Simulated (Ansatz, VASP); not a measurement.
# Two plane-wave programs on BeSi

The input INCAR:

```
SYSTEM = BeSi
PREC = Accurate ; ENCUT = 600
EDIFF = 1E-7 ; ISMEAR = 0
SIGMA = 0.1 ; LREAL = .False.
LASPH = .True. ; NELM = 100
ALGO = Normal ; ISIF = 3
LWAVE = .False. ; LCHARG = .False.
GGA = PE ; IBRION = 2
NSW = 90 ; EDIFFG = -0.04
```

File KPOINTS:

```
regular mesh
0
Gamma
  6 6 6
  0 0 0
```

Contents of POSCAR:

```
BeSi
1.0
   -1.9700764900      1.9700764900      3.0992314100
    1.9700764900     -1.9700764900      3.0992314100
    1.9700764900      1.9700764900     -3.0992314100
Be Si
2 2
Direct
    0.1536144600      0.1536144600      0.0000000000
    0.8463855400      0.8463855400      0.0000000000
    0.5000000000      0.5000000000      0.0000000000
    0.7500000000      0.2500000000      0.5000000000
```

Input for Ansatz:

```yaml
crystal:
  lattice:
    - [-1.97007649, 1.97007649, 3.09923141]
    - [1.97007649, -1.97007649, 3.09923141]
    - [1.97007649, 1.97007649, -3.09923141]
  atoms:
    - { symbol: Be, position: [0.15361446, 0.15361446, 0.0] }
    - { symbol: Be, position: [0.84638554, 0.84638554, 0.0] }
    - { symbol: Si, position: [0.5, 0.5, 0.0] }
    - { symbol: Si, position: [0.75, 0.25, 0.5] }
basis:
  ecutwfc: 420
kpoints:
  mp_grid: { grid: [6, 6, 6] }
hamiltonian:
  xc: pbe
scf:
  occupations: { method: gaussian, width: 0.1 }
  lower_state_search: "off"
output:
  forces: true
  stress: true
  eigenvalues: true
relax:
  adjacent_minimum: "off"
  f_tol: 0.04
  max_steps: 70
  cell: { stress_tol: 0.4 }
```

Alike in both runs: task relaxation of cell and atoms; functional PBE; k mesh 6 × 6 × 6; occupations gaussian, width 0.1 eV; no spin polarisation.

|  | VASP | Ansatz |
| --- | --- | --- |
| version | VASP 6.6.1 | Ansatz 0.2.0 |
| potentials or method | VASP PAW PBE potentials, release 64 (Be, Si), cutoff 600 eV | scalar-relativistic, plane waves, PAW |
| valence electrons in the cell | 12 | 12 |

```csv
,VASP,Ansatz,Ansatz less VASP
"gap on the k mesh at the Fermi level, each at its own relaxed structure (eV)",none,none,-
relaxed volume (Å³/atom),14.93,14.93,-0.006
relaxed length of the cell vector where the two differ most in proportion (Å),4.610,4.608,-0.0026
```

A gap of «none» marks a metal or a gap that the smearing closes.

The k mesh is coarse, so the values compare programs but aren't converged. Noted on VASP's run: the volume moved by over 15 % at a fixed basis, so the end points are rough.
